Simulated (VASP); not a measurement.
# GaAg3 (Pm-3m) in VASP: vibrations by perturbation theory with LDA

Aim: the vibrations by perturbation theory of GaAg3 with LDA.

Program: VASP 6.6.1. These are calculated values, not measurements. Logs are shortened: lines on timing, memory, paths and dates and some standing lists are left out, and cuts for length are marked.

## Step 1: The cell of the first run

It takes space group Pm-3m (No. 221, cubic). The conventional cell has a = 4.081 Å, b = 4.081 Å, c = 4.081 Å, α = 90.00°, β = 90.00°, γ = 90.00°. Ga (site symmetry m-3m) has 12 Ag at 2.89 Å within 3.8 Å. Ag (site symmetry 4/mmm) has 4 Ga at 2.89 Å and 8 Ag at 2.89 Å within 3.8 Å.

## Step 2: Vibrations by perturbation theory, LDA

INCAR

```
  PREC = Accurate
  ENCUT = 520
  EDIFF = 1E-8
  ISMEAR = 0
  SIGMA = 0.15
  LREAL = False
  LASPH = True
  NELM = 80
  ALGO = Normal
  ISIF = 2
  LWAVE = False
  LCHARG = False
  IBRION = 8
  NSW = 1
```

KPOINTS

```
Automatic mesh
0
Gamma
  8 8 8
```

POSCAR

```
GaAg3
1.0
    4.0812950000      0.0000000000      0.0000000000
    0.0000000000      4.0812950000      0.0000000000
    0.0000000000      0.0000000000      4.0812950000
Ga Ag
1 3
Direct
    0.0000000000      0.0000000000      0.0000000000
    0.5000000000      0.0000000000      0.5000000000
    0.0000000000      0.5000000000      0.5000000000
    0.5000000000      0.5000000000      0.0000000000
```

Potentials or basis: VASP PAW LDA potentials, release 64 (Ga_d, Ag).

On the command line:

```
cat potpaw_LDA.64/Ga_d/POTCAR potpaw_LDA.64/Ag/POTCAR > POTCAR
mpirun -np 1 vasp_std > vasp.out
```

OUTCAR:

```text
PREC = Accurate
   ENCUT = 520
   EDIFF = 1E-8
   ISMEAR = 0
   LREAL = False
   LASPH = True
   NELM = 80
   ISIF = 2
   IBRION = 8
   NSW = 1

 ion  position               nearest neighbor table
   1  0.000  0.000  0.000-   2 2.89   3 2.89   4 2.89   2 2.89   3 2.89   3 2.89   4 2.89   3 2.89
                             2 2.89   4 2.89   2 2.89   4 2.89
   2  0.500  0.000  0.500-   1 2.89   3 2.89   4 2.89   1 2.89   4 2.89   3 2.89   4 2.89   4 2.89
                             1 2.89   3 2.89   1 2.89   3 2.89
   3  0.000  0.500  0.500-   1 2.89   2 2.89   4 2.89   1 2.89   4 2.89   1 2.89   2 2.89   1 2.89
                             2 2.89   4 2.89   4 2.89   2 2.89
   4  0.500  0.500  0.000-   1 2.89   2 2.89   3 2.89   2 2.89   3 2.89   1 2.89   2 2.89   2 2.89
                             1 2.89   3 2.89   3 2.89   1 2.89

  LATTYP: Found a simple cubic cell.
 ALAT       =     4.0812950000

  Lattice vectors:

 A1 = (   4.0812950000,   0.0000000000,   0.0000000000)
 A2 = (   0.0000000000,   4.0812950000,   0.0000000000)
 A3 = (   0.0000000000,   0.0000000000,   4.0812950000)

Analysis of symmetry for initial positions (statically):
=====================================================================
 Subroutine PRICEL returns:
 Original cell was already a primitive cell.

 Routine SETGRP: Setting up the symmetry group for a
 simple cubic supercell.

 Subroutine GETGRP returns: Found 48 space group operations
 (whereof 48 operations were pure point group operations)
 out of a pool of 48 trial point group operations.

The static configuration has the point symmetry O_h .

Analysis of symmetry for dynamics (positions and initial velocities):
=====================================================================
 Subroutine PRICEL returns:
 Original cell was already a primitive cell.

 Routine SETGRP: Setting up the symmetry group for a
 simple cubic supercell.

 Subroutine GETGRP returns: Found 48 space group operations
 (whereof 48 operations were pure point group operations)
 out of a pool of 48 trial point group operations.

The dynamic configuration has the point symmetry O_h .

 Subroutine INISYM returns: Found 48 space group operations
 (whereof 48 operations are pure point group operations),
 and found     1 'primitive' translations

----------------------------------------------------------------------------------------

                                     Primitive cell

  volume of cell :      67.9820

  direct lattice vectors                    reciprocal lattice vectors
     4.081295000  0.000000000  0.000000000     0.245020269  0.000000000  0.000000000
     0.000000000  4.081295000  0.000000000     0.000000000  0.245020269  0.000000000
     0.000000000  0.000000000  4.081295000     0.000000000  0.000000000  0.245020269

  length of vectors
     4.081295000  4.081295000  4.081295000     0.245020269  0.245020269  0.245020269

  position of ions in fractional coordinates (direct lattice)
     0.000000000  0.000000000  0.000000000
     0.500000000  0.000000000  0.500000000
     0.000000000  0.500000000  0.500000000
     0.500000000  0.500000000  0.000000000

  ion indices of the primitive-cell ions
   primitive index   ion index
                 1           1
                 2           2
                 3           3
                 4           4

----------------------------------------------------------------------------------------

 KPOINTS: Automatic mesh

Automatic generation of k-mesh.
 Grid dimensions read from file:
 generate k-points for:    8    8    8

 Generating k-lattice:

  Cartesian coordinates                     Fractional coordinates (reciprocal lattice)
     0.030627534  0.000000000  0.000000000     0.125000000  0.000000000  0.000000000
     0.000000000  0.030627534  0.000000000     0.000000000  0.125000000  0.000000000
     0.000000000  0.000000000  0.030627534     0.000000000  0.000000000  0.125000000

  Length of vectors
     0.030627534  0.030627534  0.030627534

[... 79 lines left out ...]
   LHFCALC =     F    Hartree Fock is set to
   AEXX    =    0.0000 exact exchange contribution
   IVDW    =     0    specifies the selected vdW correction
   LEPSILON=     F    determine dielectric tensor
   LRPA    =     F    only Hartree local field effects (RPA)
 non-spin polarized calculation
 Gauss-broadening in eV      SIGMA  =   0.15
  energy-cutoff  :      520.00
  volume of cell :       67.98
 maximum number of plane-waves:      1856
   NGX = 15   NGY = 15   NGZ = 15

--------------------------------------- Ionic step        1  -------------------------------------------

 number of electron      46.0000025 magnetization

 Free energy of the ion-electron system (eV)
  ---------------------------------------------------
  ext. energy  EPLUGINS =         0.00000000
  ---------------------------------------------------
  free energy    TOTEN  =       -14.92680834 eV

  energy without entropy =      -14.90535755  energy(sigma->0) =      -14.91608295

 E-fermi :   7.9141     XC(G=0): -12.4298

 val. band max:        7.9049251323   @ k =   0.5000   0.2500   0.0000
 cond. band min:       7.9349381464   @ k =   0.2500   0.1250   0.0000
 fundamental gap:      0.0300130141
 Fermi energy:         7.9141169189

 k-point     1 :       0.0000    0.0000    0.0000
  band No.  band energies     occupation
      1      -7.1682      2.00000
      2      -7.1682      2.00000
      3      -7.1586      2.00000
      4      -7.1586      2.00000
      5      -7.1586      2.00000
      6      -1.5840      2.00000
[... 709 lines left out ...]
     26      12.6451      0.00000
     27      13.9336      0.00000

 [... further k-points ...]

------------------------ aborting loop because EDIFF is reached ----------------------------------------

  FORCE on cell =-STRESS in cart. coord.  units (eV):
  Direction    XX          YY          ZZ          XY          YZ          ZX
  --------------------------------------------------------------------------------------
  -------------------------------------------------------------------------------------
  Total       -3.0490318     -3.0490318     -3.0490318     -0.0000000     -0.0000000      0.0000000
  in kB      -71.8585699    -71.8585699    -71.8585699     -0.0000000     -0.0000000      0.0000000
  external PRESSURE =     -71.8585699 kB  Pullay stress =       0.0000000 kB

 VOLUME and BASIS-vectors are now :
 -----------------------------------------------------------------------------
  energy-cutoff  :      520.00
  volume of cell :       67.98
      direct lattice vectors                 reciprocal lattice vectors
     4.081295000  0.000000000  0.000000000     0.245020269  0.000000000  0.000000000
     0.000000000  4.081295000  0.000000000     0.000000000  0.245020269  0.000000000
     0.000000000  0.000000000  4.081295000     0.000000000  0.000000000  0.245020269

 POSITION                                       TOTAL-FORCE (eV/Angst)
 -----------------------------------------------------------------------------------
      0.00000      0.00000      0.00000         0.000000      0.000000      0.000000
      2.04065      0.00000      2.04065         0.000000      0.000000      0.000000
      0.00000      2.04065      2.04065         0.000000      0.000000      0.000000
      2.04065      2.04065      0.00000         0.000000      0.000000      0.000000
 -----------------------------------------------------------------------------------
    total drift:                                0.000000      0.000000     -0.000000

  FREE ENERGIE OF THE ION-ELECTRON SYSTEM (eV)
  ---------------------------------------------------
  free  energy   TOTEN  =       -14.9268083359 eV

  energy  without entropy=      -14.9053575542  energy(sigma->0) =      -14.91608295

[... ionic steps 2 to 3 ...]

--------------------------------------- Ionic step        4  -------------------------------------------

------------------------ aborting loop because EDIFF is reached ----------------------------------------

[... ionic steps 5 to 6 ...]

--------------------------------------- Ionic step        7  -------------------------------------------

------------------------ aborting loop because EDIFF is reached ----------------------------------------

--------------------------------------- Ionic step        8  -------------------------------------------

 Free energy of the ion-electron system (eV)
  ---------------------------------------------------
  ---------------------------------------------------
  free energy    TOTEN  =        -0.30156918 eV

  energy without entropy =       -0.30156918

------------------------ aborting loop because EDIFF is reached ----------------------------------------

 INTERNAL STRAIN TENSOR  FOR ION    2  DIRECTION 2   (eV/Angst):
 -----------------------------------------------------------------------------
    -0.01691 -0.00000 -0.00000
    -0.00000  0.03097 -0.00000
    -0.00000  0.00000 -0.01691

 INTERNAL STRAIN TENSOR FOR ION    4 for displacements in x,y,z  (eV/Angst):
          X           Y           Z          XY          YZ          ZX
  --------------------------------------------------------------------------------
  x     0.00000     0.00000     0.00000     0.00000     0.00000     0.00000
  y     0.00000     0.00000     0.00000     0.00000     0.00000     0.00000
  z     0.00000     0.00000     0.00000     0.00000     0.00000     0.00000

 SECOND DERIVATIVES (NOT SYMMETRIZED)
 ------------------------------------
               1X          1Y          1Z          2X          2Y          2Z          3X          3Y          3Z          4X          4Y          4Z
  1X    -2.197825    0.000000   -0.000000    1.179984   -0.000000    0.000000   -0.162143    0.000000    0.000000    1.179984    0.000000   -0.000000
  1Y     0.000000   -2.197825   -0.000000    0.000000   -0.162143   -0.000000   -0.000000    1.179984    0.000000    0.000000    1.179984   -0.000000
  1Z    -0.000000   -0.000000   -2.197825    0.000000   -0.000000    1.179984   -0.000000    0.000000    1.179984    0.000000    0.000000   -0.162143
  2X     1.155135    0.000000    0.000000   -2.930809    0.000000    0.000000    2.524157    0.000000    0.000000   -0.748482    0.000000    0.000000
  2Y    -0.000000   -0.185828    0.000000   -0.000000   -4.861903    0.000000    0.000000    2.523866    0.000000    0.000000    2.523866   -0.000000
  2Z     0.000000    0.000000    1.155135    0.000000    0.000000   -2.930809    0.000000    0.000000   -0.748482    0.000000    0.000000    2.524157
  3X    -0.185828   -0.000000    0.000000    2.523866    0.000000   -0.000000   -4.861903    0.000000    0.000000    2.523866    0.000000   -0.000000
  3Y     0.000000    1.155135    0.000000    0.000000    2.524157    0.000000    0.000000   -2.930809    0.000000    0.000000   -0.748482    0.000000
  3Z     0.000000    0.000000    1.155135    0.000000    0.000000   -0.748482    0.000000    0.000000   -2.930809    0.000000    0.000000    2.524157
  4X     1.155135    0.000000    0.000000   -0.748482    0.000000    0.000000    2.524157    0.000000    0.000000   -2.930809    0.000000    0.000000
  4Y     0.000000    1.155135    0.000000    0.000000    2.524157    0.000000    0.000000   -0.748482    0.000000    0.000000   -2.930809    0.000000
  4Z    -0.000000    0.000000   -0.185828    0.000000    0.000000    2.523866   -0.000000   -0.000000    2.523866    0.000000    0.000000   -4.861903

 Eigenvectors and eigenvalues of the dynamical matrix
 ----------------------------------------------------

   1 f  =    4.353044 THz    27.350984 2PiTHz  145.201927 cm-1    18.002736 meV
             X         Y         Z           dx          dy          dz
      0.000000  0.000000  0.000000     0.083340    0.290676   -0.000000
      2.040647  0.000000  2.040647    -0.128248    0.662858   -0.000000
      0.000000  2.040647  2.040647     0.190049   -0.447308    0.000000
      2.040647  2.040647  0.000000    -0.128248   -0.447308   -0.000000
[... 71 lines left out ...]
  12 f/i=    0.020282 THz     0.127435 2PiTHz    0.676533 cm-1     0.083879 meV
             X         Y         Z           dx          dy          dz
      0.000000  0.000000  0.000000    -0.272623   -0.312308    0.013057
      2.040647  0.000000  2.040647    -0.344955   -0.396381    0.016521
      0.000000  2.040647  2.040647    -0.346013   -0.395170    0.016521
      2.040647  2.040647  0.000000    -0.344955   -0.395170    0.016572

--------------------------------------------------------------------------------------------------------

 ELASTIC MODULI CONTR FROM IONIC RELAXATION (kBar)
 Direction    XX          YY          ZZ          XY          YZ          ZX
 --------------------------------------------------------------------------------
 XX           0.0000      0.0000      0.0000      0.0000      0.0000      0.0000
 YY           0.0000      0.0000      0.0000      0.0000      0.0000      0.0000
 ZZ           0.0000      0.0000      0.0000      0.0000      0.0000      0.0000
 XY           0.0000      0.0000      0.0000      0.0000      0.0000      0.0000
 YZ           0.0000      0.0000      0.0000      0.0000      0.0000      0.0000
 ZX           0.0000      0.0000      0.0000      0.0000      0.0000      0.0000
 --------------------------------------------------------------------------------
```

Wall time 12 min (1 thread of Intel Xeon 8259CL, shared host); peak memory 0.53 GiB.

Results:

* Highest phonon frequency at Γ: 145 cm⁻¹

Phonon frequencies in cm⁻¹ (negative: imaginary):
```tsv
q point	frequencies
(0.000, 0.000, 0.000)	-1 -1 -1 74 74 74 95 95 95 145 145 145
```

Caveat: the cell stands under pressure or tension, which shifts response properties.
